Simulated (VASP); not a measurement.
Here is a VASP 6.6.1 calculation.

Contents of POSCAR:

```
Te2Mo
1.0
    3.5602328140      0.0000000000      0.0000000000
   -1.7801164070      3.0832520603      0.0000000000
    0.0000000000      0.0000000000     17.5240578200
Te Mo
2 1
Direct
    0.3333333333      0.6666666667      0.1021445500
    0.3333333333      0.6666666667      0.8978554500
    0.0000000000      0.0000000000      0.0000000000
```

The input INCAR.step1:

```
SYSTEM = Te2Mo
PREC = Accurate
ENCUT = 520
EDIFF = 1E-5
ISMEAR = 0
SIGMA = 0.1
LREAL = .False.
LASPH = .True.
NELM = 80
ALGO = Normal
ISIF = 2
LWAVE = .True.
LCHARG = .False.
NBANDS = 20
GGA = PE
KPAR = 4
```

The input INCAR.step2:

```
SYSTEM = Te2Mo
PREC = Accurate
ENCUT = 520
EDIFF = 1E-6
ISMEAR = 0
SIGMA = 0.1
LREAL = .False.
LASPH = .True.
NELM = 80
ALGO = Normal
ISIF = 2
LWAVE = .False.
LCHARG = .False.
GGA = PE
LHFCALC = .True.
HFSCREEN = 0.2079
PRECFOCK = Normal
NBANDS = 20
ISTART = 1
KPAR = 4
```

The input KPOINTS:

```
regular mesh
0
Gamma
  8 8 2
  0 0 0
```

Potentials or basis: VASP PAW PBE potentials, release 64 (Te, Mo_sv).

Command:

```console
$ cat potpaw_PBE.64/Te/POTCAR potpaw_PBE.64/Mo_sv/POTCAR > POTCAR
$ cp INCAR.step1 INCAR
$ mpirun -np 4 vasp_std > vasp.out
$ cp INCAR.step2 INCAR
$ mpirun -np 4 vasp_std > vasp.out
```

(1) What does it give for the band gap on the k mesh?

(2) Estimate the largest force.

Answers

(1) 1.70 eV.

(2) 0.317 eV/Å.

Caveat: there is no dipole correction, which matters where the two faces differ; the PAW data sets were made with another functional, which shifts forces and pressure a little; spin-orbit coupling is left out, which moves the levels of the heavy elements.
